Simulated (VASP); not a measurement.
Wanted: the native input for a VASP 6.6.1 run.

| Item | Value |
| --- | --- |
| Task | single point |
| Functional | PBE |
| Potentials or basis | VASP PAW PBE potentials, release 64 (Al) |
| Cutoff | 520 eV |
| k mesh | 18 × 18 × 18 |
| Occupations | fermi-dirac, width 0.1 eV |
| Spin | no spin polarisation |
| Dipole correction | no |
| Further INCAR settings | ALGO = Normal; EDIFF = 1e-06; NBANDS = 8 |

The structure of Al lies in POSCAR:

```
Al
1.0
    0.0000000000      1.8081251327      1.8081251327
    1.8081251327      0.0000000000      1.8081251327
    1.8081251327      1.8081251327      0.0000000000
Al
1
Direct
    0.0000000000      0.0000000000      0.0000000000
```

The input as run:

INCAR

```
PREC = Accurate
ENCUT = 520
EDIFF = 1E-6
ISMEAR = -1
SIGMA = 0.1
LREAL = F
LASPH = T
NELM = 60
ALGO = Normal
ISIF = 2
LWAVE = F
LCHARG = T
GGA = PE
LELF = T
LVHAR = T
NBANDS = 8
```

KPOINTS

```
Automatic mesh
0
Gamma
  18 18 18
```

Potentials or basis: VASP PAW PBE potentials, release 64 (Al).

The run is started by

```sh
$ cat potpaw_PBE.64/Al/POTCAR > POTCAR
$ mpirun -np 1 vasp_std > vasp.out
```

Results of the run:

The pressure is 54.0 GPa.

It took 8.4 s on 1 thread of Intel Xeon 6975P-C (shared host), peak memory 0.13 GiB.
